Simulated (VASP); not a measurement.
Wanted: the native input for a VASP 6.6.1 run.

```
Task                   : single point
Functional             : PBE
Potentials or basis    : VASP PAW PBE potentials, release 64 (Pb_d, F)
Cutoff                 : 600 eV
k mesh                 : 8 × 8 × 8
Occupations            : fermi-dirac, width 0.02 eV
Spin                   : no spin polarisation
Dipole correction      : no
Further INCAR settings : ALGO = Normal; EDIFF = 1e-06; NBANDS = 21
```

The structure of PbF2 lies in POSCAR:

```
PbF2
1.0
    0.0617146835      2.9458082816      2.9458082816
    2.9458082816      0.0617146835      2.9458082816
    3.0075229651      3.0075229651      0.0000000000
Pb F
1 2
Direct
    0.0000000000      0.0000000000      0.0000000000
    0.2451447819      0.2451447819      0.2548552181
    0.7548552181      0.7548552181      0.7451447819
```

This cell differs from its parent crystal: shear xy strain +4.2%.

One way to write it, as run:

INCAR

```
SYSTEM = PbF2
ALGO = Normal
EDIFF = 1E-6
ENCUT = 600
GGA = PE
GGA_COMPAT = .False.
ISIF = 2
ISMEAR = -1
LASPH = .True.
LCHARG = .False.
LREAL = .False.
LWAVE = .False.
NBANDS = 21
NELM = 120
PREC = Accurate
SIGMA = 0.02
```

KPOINTS

```
k-points
0
Gamma
  8 8 8
  0 0 0
```

Potentials or basis: VASP PAW PBE potentials, release 64 (Pb_d, F).

The run is started by

```sh
$ cat potpaw_PBE.64/Pb_d/POTCAR potpaw_PBE.64/F/POTCAR > POTCAR
$ mpirun -np 1 vasp_std > vasp.out
```

It gave:

The pressure is 4.0 GPa and the largest force is 0.007 eV/Å. The band gap on the k mesh is 4.40 eV (least direct gap 4.55 eV).

Caveat: the cell differs from its parent crystal (shear xy strain +4.2%); the cell stands under pressure; spin-orbit coupling is left out, which moves the levels of the heavy elements.

Run time: 3.2 min on 1 thread of Oxide Virtual Turin-like Processor, on a shared host, peak memory 0.24 GiB.
